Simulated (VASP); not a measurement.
Wanted: the native input for a VASP 6.6.1 run.

* Task: single point
* Functional: LDA
* Potentials or basis: VASP PAW LDA potentials, release 64 (Zr_sv, O)
* Cutoff: 600 eV
* k mesh: 8 × 8 × 8
* Occupations: gaussian, width 0.02 eV
* Spin: no spin polarisation
* Dipole correction: no
* Further INCAR settings: ALGO = Normal; EDIFF = 1e-06; NBANDS = 19

The structure of ZrO2 (l.b) lies in POSCAR:

```
ZrO2
1.0
    0.0000000000      2.5132362119      2.5132362119
    2.5132362119      0.0000000000      2.5132362119
    2.5132362119      2.5132362119      0.0000000000
Zr O
1 2
Direct
    0.0000000000      0.0000000000      0.0000000000
    0.2500000000      0.2500000000      0.2500000000
    0.7500000000      0.7500000000      0.7500000000
```

The input as run:

INCAR

```
SYSTEM = ZrO2
PREC = Accurate
ENCUT = 600
EDIFF = 1E-6
ISMEAR = 0
SIGMA = 0.02
LREAL = .False.
LASPH = .True.
NELM = 120
ALGO = Normal
ISIF = 2
LWAVE = .False.
LCHARG = .True.
LELF = .True.
LVHAR = .True.
NBANDS = 19
GGA_COMPAT = .False.
```

KPOINTS

```
regular mesh
0
Gamma
  8 8 8
  0 0 0
```

Potentials or basis: VASP PAW LDA potentials, release 64 (Zr_sv, O).

The run is started by

```sh
$ cat potpaw_LDA.64/Zr_sv/POTCAR potpaw_LDA.64/O/POTCAR > POTCAR
$ mpirun -np 1 vasp_std > vasp.out
```

It gave:

```
Pressure               : 0.6 GPa
Band gap on the k mesh : 3.33 eV, indirect (least direct gap 3.79 eV)
```

It took 17 s on 1 thread of Intel Xeon 6975P-C, on a shared host, peak memory 0.15 GiB.
